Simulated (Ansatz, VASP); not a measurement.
SnS2 in VASP and in Ansatz

Contents of INCAR:

```
SYSTEM = SnS2
PREC = Accurate
ENCUT = 500
EDIFF = 1E-6
ISMEAR = 0
SIGMA = 0.01
LREAL = .FALSE.
LASPH = .TRUE.
NELM = 120
ALGO = Normal
ISIF = 2
LWAVE = .FALSE.
LCHARG = .FALSE.
GGA = PE
NBANDS = 20
GGA_COMPAT = .FALSE.
```

KPOINTS

```
Automatic mesh
0
G
  2 2 1
  0 0 0
```

The input POSCAR:

```
SnS2
1.0
    3.6390000000      0.0000000000      0.0000000000
   -1.8195000000      3.1514660000      0.0000000000
    0.0000000000      0.0000000000      5.8680000000
Sn S
1 2
Direct
    0.0000000000      0.0000000000      0.0000000000
    0.3333333333      0.6666666667      0.2500000000
    0.6666666667      0.3333333333      0.7500000000
```

Input for Ansatz:

```yaml
crystal:
  lattice:
    - [3.639, 0.0, 0.0]
    - [-1.8195, 3.151466, 0.0]
    - [0.0, 0.0, 5.868]
  atoms:
    - { symbol: Sn, position: [0.0, 0.0, 0.0] }
    - { symbol: S, position: [0.3333333333333333, 0.6666666666666666, 0.25] }
    - { symbol: S, position: [0.6666666666666666, 0.3333333333333333, 0.75] }
kpoints:
  mp_grid:
    grid: [2, 2, 1]
hamiltonian:
  xc: pbe
scf:
  mixing:
    algorithm: anderson
    beta: 0.6
    ndim: 12
  occupations:
    method: fixed
output:
  eigenvalues: true
```

Alike in both runs: task single point; functional PBE; k mesh 2 × 2 × 1; no spin polarisation.

```csv
,VASP,Ansatz
version,VASP 6.6.1,Ansatz 0.2.0
potentials or method,"VASP PAW PBE potentials, release 64 (Sn_d, S)","plane waves, PAW"
plane-wave cutoff (eV),500,420
occupations,"gaussian, width 0.01 eV",fixed
valence electrons in the cell,26,26
```

Ansatz gave:

| Property | Result |
| --- | --- |
| gap on the k mesh at the Fermi level (eV) | 1.68 |

Question: Estimate VASP's values.

Answer: gap on the k mesh at the Fermi level (eV): 1.69.

The k mesh is coarse, so the values compare programs but aren't converged.
